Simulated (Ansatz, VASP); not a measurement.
Two plane-wave programs on TiAl

```
CELL_PARAMETERS angstrom
3.01455 0.00000 0.00000
-1.50728 2.61068 0.00000
0.00000 0.00000 4.84822
ATOMIC_POSITIONS crystal
Ti 0.00000 0.00000 0.00000
Al 0.33333 0.66667 0.50000
```

Alike in both runs: task single point; functional PBE; k mesh 18 × 18 × 10; occupations gaussian, width 0.1 eV; no spin polarisation.

|  | VASP | Ansatz |
| --- | --- | --- |
| version | VASP 6.6.1 | Ansatz 0.2.0 |
| potentials or method | VASP PAW PBE potentials, release 64 (Ti_sv, Al), cutoff 520 eV | scalar-relativistic, plane waves, PAW |
| valence electrons in the cell | 15 | 15 |

|  | VASP | Ansatz | Ansatz less VASP |
| --- | --- | --- | --- |
| gap on the k mesh at the Fermi level (eV) | none | none | - |
| pressure (GPa) | -10.9 | -10.8 | +0.04 |
| traceless stress, the component that is largest in VASP (GPa) | -0.87 | -0.88 | -0.010 |

A gap of «none» marks a metal or a gap that the smearing closes. The functional is the same, so the differences come from potentials, cutoffs and numerics.
